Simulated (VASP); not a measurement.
Set up this calculation in VASP 6.6.1, as the native input.

```yaml
Task: single point
Functional: r2SCAN
Potentials_or_basis: VASP PAW PBE potentials, release 64 (Li_sv, Nb_sv, O)
Cutoff: 520 eV
k_mesh: 6 × 6 × 6
Occupations: gaussian, width 0.05 eV
Spin: no spin polarisation
Dipole_correction: no
Further_INCAR_settings: ALGO = Normal; EDIFF = 1e-07; NBANDS = 45
```

Crystal: LiNbO3.

```
Li Nb O
1.0
     2.59239    1.49672    4.56282
    -2.59239    1.49672    4.56282
     0.00000   -2.99343    4.56282
Li Nb O
2 2 6
Direct
  0.23101 0.23101 0.23101
  0.73101 0.73101 0.73101
  0.99605 0.99605 0.99605
  0.49605 0.49605 0.49605
  0.13785 0.38088 0.76242
  0.76242 0.13785 0.38088
  0.38088 0.76242 0.13785
  0.88088 0.63785 0.26242
  0.26242 0.88088 0.63785
  0.63785 0.26242 0.88088
```

This cell differs from its parent crystal: atoms displaced along a vibrational mode.

These files were run (other wordings do the same):

POSCAR

```
LiNbO3
1.0
    2.5923872641      1.4967154848      4.5628211618
   -2.5923872641      1.4967154848      4.5628211618
    0.0000000000     -2.9934309695      4.5628211619
Li Nb O
2 2 6
Direct
    0.2310059032      0.2310059032      0.2310059032
    0.7310059032      0.7310059032      0.7310059032
   -0.0039452652     -0.0039452652     -0.0039452652
    0.4960547348      0.4960547348      0.4960547348
    0.1378480270      0.3808809358      0.7624204400
    0.7624204400      0.1378480270      0.3808809358
    0.3808809358      0.7624204400      0.1378480270
    0.8808809358      0.6378480270      0.2624204400
    0.2624204400      0.8808809358      0.6378480270
    0.6378480270      0.2624204400      0.8808809358
```

INCAR.step1

```
PREC = Accurate
ENCUT = 520
ISMEAR = 0
SIGMA = 0.05
LREAL = False
LASPH = True
NELM = 60
NBANDS = 45
GGA = PE
ALGO = Normal
EDIFF = 1E-4
LWAVE = True
LCHARG = False
```

INCAR.step2

```
PREC = Accurate
ENCUT = 520
EDIFF = 1E-7
ISMEAR = 0
SIGMA = 0.05
LREAL = False
LASPH = True
NELM = 60
ALGO = Normal
ISIF = 2
LWAVE = False
LCHARG = False
METAGGA = R2SCAN
LMIXTAU = True
NBANDS = 45
ISTART = 1
```

KPOINTS

```
Automatic mesh
0
Gamma
  6 6 6
```

Potentials or basis: VASP PAW PBE potentials, release 64 (Li_sv, Nb_sv, O).

Command:

```sh
$ cat potpaw_PBE.64/Li_sv/POTCAR potpaw_PBE.64/Nb_sv/POTCAR potpaw_PBE.64/O/POTCAR > POTCAR
$ cp INCAR.step1 INCAR
$ mpirun -np 1 vasp_std > vasp.out
$ cp INCAR.step2 INCAR
$ mpirun -np 1 vasp_std > vasp.out
```

It gave:

* Largest force: 0.333 eV/Å
* Band gap on the k mesh: 3.70 eV (least direct gap 3.73 eV)

Caveat: the cell differs from its parent crystal (atoms displaced along a vibrational mode); the PAW data sets were made with another functional, which shifts forces and pressure a little.

Run time: 8.1 min on 1 thread of Intel(R) Xeon(R) 6975P-C (Granite Rapids), with other jobs on the host, peak memory 0.35 GiB.
